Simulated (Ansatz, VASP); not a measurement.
# Two plane-wave programs on Ir

```xyz
2
Lattice="2.7053 0.0000 0.0000 -1.3526 2.3429 0.0000 0.0000 0.0000 4.3911" Properties=species:S:1:pos:R:3 pbc="T T T"
Ir    0.0000    1.5619    1.0978
Ir    1.3526    0.7810    3.2933
```

Alike in both runs: functional LDA; k mesh 13 × 13 × 7; occupations fermi-dirac, width 0.1 eV; no spin polarisation.

Ansatz relaxed the structure, and its values are those at the end. VASP's run is a single point on that final structure, the one shown.

|  | VASP | Ansatz |
| --- | --- | --- |
| version | VASP 6.6.1 | Ansatz 0.2.0 |
| potentials or method | VASP PAW LDA potentials, release 64 (Ir), cutoff 520 eV | plane waves (420 eV) with PAW, scalar-relativistic |
| valence electrons in the cell | 18 | 34 |

Ansatz gave:

* pressure (GPa): 0.0

**Question.** Estimate VASP's values.

**Answer.** Pressure (GPa): 2.6.

Ansatz warns that its potentials were made for another functional, while VASP's fit it. LDA's correlation is that of Perdew and Zunger in VASP and of Perdew and Wang (1992) in Ansatz. VASP's potentials hold 18 valence electrons a cell and Ansatz's 34, so a difference there can come from the potentials and not from the codes.

Spin-orbit coupling is off throughout.
